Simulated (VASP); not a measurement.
Runs of VASP 6.6.1 on KF. It takes space group Pm-3m (No. 221, cubic). Conventional cell: a = 3.179 Å, b = 3.179 Å, c = 3.179 Å, α = 90.00°, β = 90.00°, γ = 90.00°. Within 3.6 Å of K (site symmetry m-3m) lie 8 F at 2.75 Å and 6 K at 3.18 Å. F (site symmetry m-3m) has 8 K at 2.75 Å and 6 F at 3.18 Å within 3.6 Å. 

```tsv
level	k mesh	grid for exact exchange (PRECFOCK)	share of exact exchange	screening parameter	gap on the mesh (eV)	pressure (GPa)
PBE-based screened hybrid with 30 % exact exchange	4 × 4 × 4	Normal	0.3	0.3 1/Å	8.99	1.5
PBE-based screened hybrid with 50 % exact exchange	4 × 4 × 4	Normal	0.5	0.5 1/Å	9.51	(a)
PBE	6 × 6 × 6	-	-	-	6.80	3.0
HSE06	4 × 4 × 4	Normal	0.25	0.2079 1/Å	(b)	1.7
```

Alike in all rows: task single point; potentials or basis VASP PAW PBE potentials, release 64 (K_sv, F); no spin polarisation; cell as given; cutoff (eV) 520; smearing gaussian 0.01 eV.

Question: Fill in the values left out.

Answer: (a) 0.5; (b) 8.90.

Caveats: some runs use coarse meshes; the PAW data sets were made with another functional, which shifts forces and pressure a little (at least some runs).

A k mesh can miss the band edges.
